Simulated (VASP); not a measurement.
Set up this calculation in VASP 6.6.1, as the native input.

```yaml
Task: single point
Functional: PBE
Potentials_or_basis: VASP PAW PBE potentials, release 64 (Ni)
Cutoff: 520 eV
k_mesh: 14 × 14 × 7
Occupations: gaussian, width 0.1 eV
Spin: collinear spin
Starting_moments: "[0.0, 2.0] μB"
Dipole_correction: no
Further_INCAR_settings: ALGO = Normal; EDIFF = 1e-07; NBANDS = 21
```

The structure of Ni lies in POSCAR:

```
Ni
1.0
    0.0000000000      1.7689500000      1.7689500000
    1.7689500000      0.0000000000      1.7689500000
    3.5379000000      3.5379000000      0.0000000000
Ni
2
Direct
    0.0000000000      0.0000000000      0.0000000000
    0.0000000000      0.0000000000      0.5000000000
```

These files were run (other wordings do the same):

INCAR

```
SYSTEM = Ni
PREC = Accurate
ENCUT = 520
EDIFF = 1E-7
ISMEAR = 0
SIGMA = 0.1
LREAL = .False.
LASPH = .True.
NELM = 150
ALGO = Normal
ISIF = 2
LWAVE = .False.
LCHARG = .False.
ISPIN = 2
MAGMOM = 0 2
LORBIT = 11
LMAXMIX = 4
GGA = PE
NBANDS = 21
```

KPOINTS

```
regular mesh
0
Gamma
  14 14 7
  0 0 0
```

Potentials or basis: VASP PAW PBE potentials, release 64 (Ni).

The run is started by

```console
$ cat potpaw_PBE.64/Ni/POTCAR > POTCAR
$ mpirun -np 1 vasp_std > vasp.out
```

It gave:

* Pressure: -3.3 GPa
* Net moment: 1.21 μB per cell
* Site moments: Ni +0.62 μB
* Valence electrons inside the program's atomic spheres: Ni 9.28

It used 430 s of CPU time on 1 thread of AMD EPYC 7R13 Processor (Zen 3) (shared host).
